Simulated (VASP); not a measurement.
Write the native input for VASP 6.6.1 that does the following.

```yaml
Task: single point
Functional: PBE
Potentials_or_basis: VASP PAW PBE potentials, release 64 (Zr_sv, Nb_sv, N)
Cutoff: 520 eV
k_mesh: 8 × 4 × 8
Occupations: gaussian, width 0.2 eV
Spin: no spin polarisation
Dipole_correction: no
Further_INCAR_settings: ALGO = Normal; EDIFF = 1e-06; NBANDS = 38
```

The structure of ZrNb2N4 lies in POSCAR:

```
ZrNb2N4
1.0
    0.0000000000      3.1418701023      0.0000000000
   -2.3750582762      0.0000000000      4.7659649634
    5.8099496268     -1.5709350512      0.0055621601
Zr Nb N
1 2 4
Direct
    0.0000000000      0.0000000000      0.0000000000
    0.7177521366      0.7183706391      0.4355042732
    0.2822478634      0.2816293609      0.5644957268
    0.8655759991      0.5471702139      0.7311519982
    0.1344240009      0.4528297861      0.2688480018
    0.6404911524      0.0010032701      0.2809823048
    0.3595088476      0.9989967299      0.7190176952
```

These files were run (other wordings do the same):

INCAR

```
SYSTEM = ZrNb2N4
PREC = Accurate
ENCUT = 520
EDIFF = 1E-6
ISMEAR = 0
SIGMA = 0.2
LREAL = .FALSE.
LASPH = .TRUE.
NELM = 60
ALGO = Normal
ISIF = 2
LWAVE = .FALSE.
LCHARG = .FALSE.
GGA = PE
NBANDS = 38
```

KPOINTS

```
regular mesh
0
G
  8 4 8
  0 0 0
```

Potentials or basis: VASP PAW PBE potentials, release 64 (Zr_sv, Nb_sv, N).

Launch:

```console
$ cat potpaw_PBE.64/Zr_sv/POTCAR potpaw_PBE.64/Nb_sv/POTCAR potpaw_PBE.64/N/POTCAR > POTCAR
$ mpirun -np 1 vasp_std > vasp.out
```

It gave:

| Property | Result |
| --- | --- |
| Pressure | -0.2 GPa |
| Largest force | 0.038 eV/Å |
| Band gap on the k mesh | zero (bands 29 and 30 overlap by 1.14 eV) |

Wall time 6 min on 1 thread of Intel Xeon 8259CL (shared host), peak memory 0.36 GiB.
